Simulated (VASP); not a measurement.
Write the native input for VASP 6.6.1 that does the following.

| Property | Result |
| --- | --- |
| Task | single point |
| Functional | RPBE |
| Potentials or basis | VASP PAW PBE potentials, release 64 (Au) |
| Cutoff | 520 eV |
| k mesh | 11 × 11 × 11 |
| Occupations | fermi-dirac, width 0.05 eV |
| Spin | no spin polarisation |
| Dipole correction | no |
| Further INCAR settings | ALGO = Normal; EDIFF = 1e-06; NBANDS = 12 |

The structure of Au lies in POSCAR:

```
Au
1.0
   -1.6701946385      1.6701946385      1.6701946385
    1.6701946385     -1.6701946385      1.6701946385
    1.6701946385      1.6701946385     -1.6701946385
Au
1
Direct
    0.0000000000      0.0000000000      0.0000000000
```

The input as run:

INCAR

```
ALGO = Normal
EDIFF = 1E-6
ENCUT = 520
GGA = RP
ISIF = 2
ISMEAR = -1
LASPH = T
LCHARG = F
LREAL = F
LWAVE = F
NBANDS = 12
NELM = 100
PREC = Accurate
SIGMA = 0.05
```

KPOINTS

```
k-points
0
Gamma
  11 11 11
```

Potentials or basis: VASP PAW PBE potentials, release 64 (Au).

Launch:

```bash
$ cat potpaw_PBE.64/Au/POTCAR > POTCAR
$ mpirun -np 1 vasp_std > vasp.out
```

Results of the run:

```
Pressure : -0.2 GPa
```

Caveat: the PAW data sets were made with another functional, which shifts forces and pressure a little.

Run time: 3.8 s on 1 thread of Intel(R) Xeon(R) 6975P-C (Granite Rapids) (shared host), peak memory 0.14 GiB.
